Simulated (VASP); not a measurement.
# ZnO2 (Pa-3) in VASP: single point with PBEsol

Aim: the single point of ZnO2 with PBEsol.

Program: VASP 6.6.1. These are calculated values, not measurements. Logs are shortened: lines on timing, memory, paths and dates and some standing lists are left out, and cuts for length are marked.

### 1 The cell of the first run

It takes space group Pa-3 (No. 205, cubic). Conventional cell: a = 4.894 Å, b = 4.894 Å, c = 4.894 Å, α = 90.00°, β = 90.00°, γ = 90.00°. Within 2.8 Å of Zn (site symmetry -3) lie 6 O at 2.11 Å. Within 2.0 Å of O (site symmetry 3) lie 1 O at 1.48 Å.

### 2 Single point, PBEsol (9.77 Å³/atom)

Input file INCAR:

```
PREC     = Accurate       # precision mode
ENCUT    = 600            # plane-wave cutoff, eV
EDIFF    = 1E-6           # SCF threshold, eV
ISMEAR   = 0              # smearing method
SIGMA    = 0.05           # smearing width, eV
LREAL    = False          # projectors in reciprocal space
LASPH    = True           # aspherical terms in the spheres
NELM     = 120            # most SCF steps
ALGO     = Normal         # electronic algorithm
ISIF     = 2              # what is computed and relaxed
LWAVE    = False          # write WAVECAR
LCHARG   = True           # write CHGCAR
GGA      = PS             # functional
LELF     = True           # ELF
LVHAR    = True         
NBANDS   = 60             # bands
GGA_COMPAT= False
```

Input file KPOINTS:

```
regular mesh
0
Gamma
  6 6 6
```

Input file POSCAR:

```
ZnO2
1.0
    4.8938142129      0.0000000000      0.0000000000
    0.0000000000      4.8938142129      0.0000000000
    0.0000000000      0.0000000000      4.8938142129
Zn O
4 8
Direct
    0.0000000000      0.5000000000      0.5000000000
    0.5000000000      0.5000000000      0.0000000000
    0.5000000000      0.0000000000      0.5000000000
    0.0000000000      0.0000000000      0.0000000000
    0.4124604578      0.0875395422      0.9124604578
    0.0875395422      0.9124604578      0.4124604578
    0.9124604578      0.4124604578      0.0875395422
    0.5875395422      0.5875395422      0.5875395422
    0.4124604578      0.4124604578      0.4124604578
    0.0875395422      0.5875395422      0.9124604578
    0.9124604578      0.0875395422      0.5875395422
    0.5875395422      0.9124604578      0.0875395422
```

Potentials or basis: VASP PAW PBE potentials, release 64 (Zn, O).

Started as:

```sh
cat potpaw_PBE.64/Zn/POTCAR potpaw_PBE.64/O/POTCAR > POTCAR
mpirun -np 1 vasp_std > vasp.out
```

OUTCAR:

```text
PREC = Accurate
   ENCUT = 600
   EDIFF = 1E-6
   ISMEAR = 0
   LREAL = False
   LASPH = True
   NELM = 120
   ISIF = 2
   GGA = PS

 ion  position               nearest neighbor table
   1  0.000  0.500  0.500-   6 2.11   7 2.11   8 2.11   9 2.11  10 2.11  11 2.11
   2  0.500  0.500  0.000-   5 2.11   7 2.11   8 2.11   9 2.11  10 2.11  12 2.11
   3  0.500  0.000  0.500-   5 2.11   6 2.11   8 2.11   9 2.11  11 2.11  12 2.11
   4  0.000  0.000  0.000-   5 2.11   6 2.11   7 2.11  10 2.11  11 2.11  12 2.11
   5  0.412  0.088  0.912-  12 1.48   3 2.11   4 2.11   2 2.11
   6  0.088  0.912  0.412-  11 1.48   3 2.11   4 2.11   1 2.11
   7  0.912  0.412  0.088-  10 1.48   2 2.11   4 2.11   1 2.11
   8  0.588  0.588  0.588-   9 1.48   2 2.11   3 2.11   1 2.11
   9  0.412  0.412  0.412-   8 1.48   2 2.11   3 2.11   1 2.11
  10  0.088  0.588  0.912-   7 1.48   2 2.11   4 2.11   1 2.11
  11  0.912  0.088  0.588-   6 1.48   3 2.11   4 2.11   1 2.11
  12  0.588  0.912  0.088-   5 1.48   3 2.11   4 2.11   2 2.11

  LATTYP: Found a simple cubic cell.
 ALAT       =     4.8938142129

  Lattice vectors:

 A1 = (   4.8938142129,   0.0000000000,   0.0000000000)
 A2 = (   0.0000000000,   4.8938142129,   0.0000000000)
 A3 = (   0.0000000000,   0.0000000000,   4.8938142129)

Analysis of symmetry for initial positions (statically):
=====================================================================
 Subroutine PRICEL returns:
 Original cell was already a primitive cell.

 Routine SETGRP: Setting up the symmetry group for a
 simple cubic supercell.

 Subroutine GETGRP returns: Found 24 space group operations
 (whereof  6 operations were pure point group operations)
 out of a pool of 48 trial point group operations.

The static configuration has the point symmetry S_6 .
 The point group associated with its full space group is T_h .

Analysis of symmetry for dynamics (positions and initial velocities):
=====================================================================
 Subroutine PRICEL returns:
 Original cell was already a primitive cell.

 Routine SETGRP: Setting up the symmetry group for a
 simple cubic supercell.

 Subroutine GETGRP returns: Found 24 space group operations
 (whereof  6 operations were pure point group operations)
 out of a pool of 48 trial point group operations.

The dynamic configuration has the point symmetry S_6 .
 The point group associated with its full space group is T_h .

 Subroutine INISYM returns: Found 24 space group operations
 (whereof  6 operations are pure point group operations),
 and found     1 'primitive' translations

----------------------------------------------------------------------------------------

                                     Primitive cell

  volume of cell :     117.2040

  direct lattice vectors                    reciprocal lattice vectors
     4.893814213  0.000000000  0.000000000     0.204339592  0.000000000  0.000000000
     0.000000000  4.893814213  0.000000000     0.000000000  0.204339592  0.000000000
     0.000000000  0.000000000  4.893814213     0.000000000  0.000000000  0.204339592

  length of vectors
     4.893814213  4.893814213  4.893814213     0.204339592  0.204339592  0.204339592

  position of ions in fractional coordinates (direct lattice)
     0.000000000  0.500000000  0.500000000
     0.500000000  0.500000000  0.000000000
     0.500000000  0.000000000  0.500000000
     0.000000000  0.000000000  0.000000000
     0.412460458  0.087539542  0.912460458
     0.087539542  0.912460458  0.412460458
     0.912460458  0.412460458  0.087539542
     0.587539542  0.587539542  0.587539542
     0.412460458  0.412460458  0.412460458
     0.087539542  0.587539542  0.912460458
     0.912460458  0.087539542  0.587539542
     0.587539542  0.912460458  0.087539542

  ion indices of the primitive-cell ions
   primitive index   ion index
                 1           1
                 2           2
                 3           3
                 4           4
                 5           5
                 6           6
                 7           7
                 8           8
                 9           9
                10          10
                11          11
                12          12

----------------------------------------------------------------------------------------

 KPOINTS: regular mesh

Automatic generation of k-mesh.
 Grid dimensions read from file:
 generate k-points for:    6    6    6

 Generating k-lattice:

  Cartesian coordinates                     Fractional coordinates (reciprocal lattice)
     0.034056599  0.000000000  0.000000000     0.166666667  0.000000000  0.000000000
     0.000000000  0.034056599  0.000000000     0.000000000  0.166666667  0.000000000
     0.000000000  0.000000000  0.034056599     0.000000000  0.000000000  0.166666667

  Length of vectors
     0.034056599  0.034056599  0.034056599

  Shift w.r.t. Gamma in fractional coordinates (k-lattice)
     0.000000000  0.000000000  0.000000000

 Subroutine IBZKPT returns following result:
 ===========================================

 Found     24 irreducible k-points:

 Following reciprocal coordinates:
            Coordinates               Weight
  0.000000  0.000000  0.000000      1.000000
  0.166667  0.000000  0.000000      6.000000
  0.333333  0.000000  0.000000      6.000000
  0.500000  0.000000  0.000000      3.000000
  0.166667  0.166667  0.000000     12.000000
  0.333333  0.166667  0.000000     12.000000
[... 16 lines left out ...]
  0.500000  0.500000  0.333333      6.000000
  0.500000  0.500000  0.500000      1.000000
   k-points           NKPTS =     24   k-points in BZ     NKDIM =     24   number of bands    NBANDS=     60
   number of dos      NEDOS =    301   number of ions     NIONS =     12
   total plane-waves  NPLWV =  64000
   dimension x,y,z NGX =    40 NGY =   40 NGZ =   40
   dimension x,y,z NGXF=    80 NGYF=   80 NGZF=   80
   ions per type =               4   8
   NGX,Y,Z   is equivalent  to a cutoff of  13.59, 13.59, 13.59 a.u.
   NGXF,Y,Z  is equivalent  to a cutoff of  27.18, 27.18, 27.18 a.u.
 SYSTEM =  unknown system
   PREC   = accura    normal or accurate (medium, high low for compatibility)
   ISTART =      0    job   : 0-new  1-cont  2-samecut
   ICHARG =      2    charge: 1-file 2-atom 10-const
   ISPIN  =      1    spin polarized calculation?
   LNONCOLLINEAR =      F non collinear calculations
   LSORBIT =      F    spin-orbit coupling
   LASPH  =      T    aspherical Exc in radial PAW
   ENCUT  =  600.0 eV  44.10 Ry    6.64 a.u.   9.77  9.77  9.77*2*pi/ulx,y,z
   NELM   =    120;   NELMIN=  2; NELMDL= -5     # of ELM steps
   EDIFF  = 0.1E-05   stopping-criterion for ELM
   LREAL  =      F    real-space projection
   EDIFFG = 0.1E-04   stopping-criterion for IOM
   NSW    =      0    number of steps for IOM
   IBRION =     -1    ionic relax: 0-MD 1-quasi-New 2-CG
   NFREE  =      0    steps in history (QN), initial steepest desc. (CG)
   ISIF   =      2    stress and relaxation
   ISYM   =      2    0-nonsym 1-usesym 2-fastsym
   POTIM  = 0.5000    time-step for ionic-motion
   TEBEG  =    0.0;   TEEND  =   0.0 temperature during run
   PSTRESS=    0.0 pullay stress
   NELECT =      96.0000    total number of electrons
   NUPDOWN=      -1.0000    fix difference up-down
   EMIN   =  10.00;   EMAX   =-10.00  energy-range for DOS
   EFERMI =   0.00;   METHOD = LEGACY
   ISMEAR =     0;   SIGMA  =   0.05  broadening in eV -4-tet -1-fermi 0-gaus
   EFERMI_NEDOS =   21; number of points for ismear=-14 and -15
   IALGO  =     38    algorithm
   IMIX   =      4    mixing-type and parameters
     AMIX     =   0.40;   BMIX     =  1.00
     AMIX_MAG =   1.60;   BMIX_MAG =  1.00
  volume/ion in A,a.u.               =       9.77        65.91
  Fermi-wavevector in a.u.,A,eV,Ry     =   1.531738  2.894565 31.922271  2.346221
  Thomas-Fermi vector in A             =   2.639041
   LORBIT       =      0    0 simple, 1 ext, 2 COOP (PROOUT), +10 PAW based schemes
   GGA     = PS    functional components
   LHFCALC =     F    Hartree Fock is set to
   AEXX    =    0.0000 exact exchange contribution
   IVDW    =     0    specifies the selected vdW correction
   LEPSILON=     F    determine dielectric tensor
   LRPA    =     F    only Hartree local field effects (RPA)
 non-spin polarized calculation
 Gauss-broadening in eV      SIGMA  =   0.05
  energy-cutoff  :      600.00
  volume of cell :      117.20
 maximum number of plane-waves:      3948
   NGX = 19   NGY = 19   NGZ = 19

 number of electron      95.9999908 magnetization

 Free energy of the ion-electron system (eV)
  ---------------------------------------------------
  ext. energy  EPLUGINS =         0.00000000
  ---------------------------------------------------
  free energy    TOTEN  =       -57.48353070 eV

  energy without entropy =      -57.48353070  energy(sigma->0) =      -57.48353070

 E-fermi :   3.2109     XC(G=0): -11.8581

 val. band max:        2.9658097847   @ k =   0.0000   0.0000   0.0000
 cond. band min:       5.1162645577   @ k =   0.1667   0.1667   0.1667
 fundamental gap:      2.1504547729
 Fermi energy:         3.2109271103

 k-point     1 :       0.0000    0.0000    0.0000
  band No.  band energies     occupation
      1     -19.5760      2.00000
      2     -18.8237      2.00000
      3     -18.8237      2.00000
      4     -18.8237      2.00000
      5     -13.0033      2.00000
      6     -13.0033      2.00000
[... 52 lines left out ...]
     59      12.9438      0.00000
     60      14.1096      0.00000

 k-point     2 :       0.1667    0.0000    0.0000
  band No.  band energies     occupation
      1     -19.5255      2.00000
      2     -18.8730      2.00000
      3     -18.8169      2.00000
      4     -18.8168      2.00000
      5     -13.0156      2.00000
      6     -13.0104      2.00000
[... 1383 lines left out ...]
      4     -18.9398      2.00000
      5     -13.1661      2.00000
      6     -13.1661      2.00000
[... 52 lines left out ...]
     59       9.8764      0.00000
     60       9.8764      0.00000

------------------------ aborting loop because EDIFF is reached ----------------------------------------

  FORCE on cell =-STRESS in cart. coord.  units (eV):
  Direction    XX          YY          ZZ          XY          YZ          ZX
  --------------------------------------------------------------------------------------
  -------------------------------------------------------------------------------------
  Total       -1.2398154     -1.2398154     -1.2398154      0.0000000     -0.0000000     -0.0000000
  in kB      -16.9482626    -16.9482626    -16.9482626      0.0000000     -0.0000000     -0.0000000
  external PRESSURE =     -16.9482626 kB  Pullay stress =       0.0000000 kB

 VOLUME and BASIS-vectors are now :
 -----------------------------------------------------------------------------
  energy-cutoff  :      600.00
  volume of cell :      117.20
      direct lattice vectors                 reciprocal lattice vectors
     4.893814213  0.000000000  0.000000000     0.204339592  0.000000000  0.000000000
     0.000000000  4.893814213  0.000000000     0.000000000  0.204339592  0.000000000
     0.000000000  0.000000000  4.893814213     0.000000000  0.000000000  0.204339592

 POSITION                                       TOTAL-FORCE (eV/Angst)
 -----------------------------------------------------------------------------------
      0.00000      2.44691      2.44691         0.000000      0.000000     -0.000000
      2.44691      2.44691      0.00000         0.000000      0.000000     -0.000000
      2.44691      0.00000      2.44691         0.000000      0.000000     -0.000000
      0.00000      0.00000      0.00000         0.000000      0.000000     -0.000000
      2.01850      0.42840      4.46541        -0.023477      0.023477     -0.023477
      0.42840      4.46541      2.01850         0.023477     -0.023477     -0.023477
      4.46541      2.01850      0.42840        -0.023477     -0.023477      0.023477
      2.87531      2.87531      2.87531         0.023477      0.023477      0.023477
      2.01850      2.01850      2.01850        -0.023477     -0.023477     -0.023477
      0.42840      2.87531      4.46541         0.023477      0.023477     -0.023477
      4.46541      0.42840      2.87531        -0.023477      0.023477      0.023477
      2.87531      4.46541      0.42840         0.023477     -0.023477      0.023477
 -----------------------------------------------------------------------------------
    total drift:                                0.000000      0.000000     -0.000000

  FREE ENERGIE OF THE ION-ELECTRON SYSTEM (eV)
  ---------------------------------------------------
  free  energy   TOTEN  =       -57.4835306957 eV

  energy  without entropy=      -57.4835306957  energy(sigma->0) =      -57.48353070
```

It took 3.3 min on 1 thread of Oxide Virtual Turin-like, shared host; peak memory 0.28 GiB.

Results:

| Quantity | Value |
| --- | --- |
| Free energy | -57.4835 eV |
| Pressure | -1.7 GPa |
| Largest force | 0.041 eV/Å |
| Band gap on the k mesh | 2.15 eV (least direct gap 2.30 eV) |

Forces in eV/Å, atoms in the order of the input:
```
Zn   0.000  0.000  0.000
Zn   0.000  0.000  0.000
Zn   0.000  0.000  0.000
Zn   0.000  0.000  0.000
O   -0.023  0.023 -0.023
O    0.023 -0.023 -0.023
O   -0.023 -0.023  0.023
O    0.023  0.023  0.023
O   -0.023 -0.023 -0.023
O    0.023  0.023 -0.023
O   -0.023  0.023  0.023
O    0.023 -0.023  0.023
```

Caveat: the PAW data sets were made with another functional, which shifts forces and pressure a little. A k mesh can miss the band edges.
